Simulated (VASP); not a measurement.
Set up this calculation in VASP 6.6.1, as the native input.

| Quantity | Value |
| --- | --- |
| Task | single point |
| Functional | PBEsol |
| Potentials or basis | VASP PAW PBE potentials, release 64 (W_sv) |
| Cutoff | 520 eV |
| k mesh | 20 × 20 × 20 |
| Occupations | gaussian, width 0.15 eV |
| Spin | no spin polarisation |
| Dipole correction | no |
| Further INCAR settings | ALGO = Fast; EDIFF = 1e-06; NBANDS = 13 |

The structure of W lies in POSCAR:

```
W
1.0
   -1.5973000000      1.5973000000      1.4695160000
    1.5973000000     -1.5973000000      1.4695160000
    1.5973000000      1.5973000000     -1.4695160000
W
1
Direct
    0.0000000000      0.0000000000      0.0000000000
```

This cell differs from its parent crystal: strain +0.000 along x and y, -0.080 along z.

One way to write it, as run:

INCAR

```
SYSTEM = W
ALGO = Fast
EDIFF = 1E-6
ENCUT = 520
GGA = PS
ISIF = 2
ISMEAR = 0
LASPH = .TRUE.
LCHARG = .TRUE.
LELF = .TRUE.
LREAL = .FALSE.
LVHAR = .TRUE.
LWAVE = .FALSE.
NBANDS = 13
NELM = 60
PREC = Accurate
SIGMA = 0.15
```

KPOINTS

```
k-points
0
G
  20 20 20
  0 0 0
```

Potentials or basis: VASP PAW PBE potentials, release 64 (W_sv).

The run is started by

```sh
$ cat potpaw_PBE.64/W_sv/POTCAR > POTCAR
$ mpirun -np 1 vasp_std > vasp.out
```

Results of the run:

```json
{"Pressure": "18.2 GPa", "Band gap on the k mesh": "zero (bands 7 and 8 overlap by 6.92 eV)"}
```

Caveat: the cell differs from its parent crystal (strain +0.000 along x and y, -0.080 along z); the stress differs along the axes, from 8 to 39 GPa; the PAW data sets were made with another functional, which shifts forces and pressure a little; spin-orbit coupling is left out, which moves the levels of the heavy elements.

Wall time 2.4 min on 1 thread of Intel Xeon 8259CL, on a shared host, peak memory 0.22 GiB.
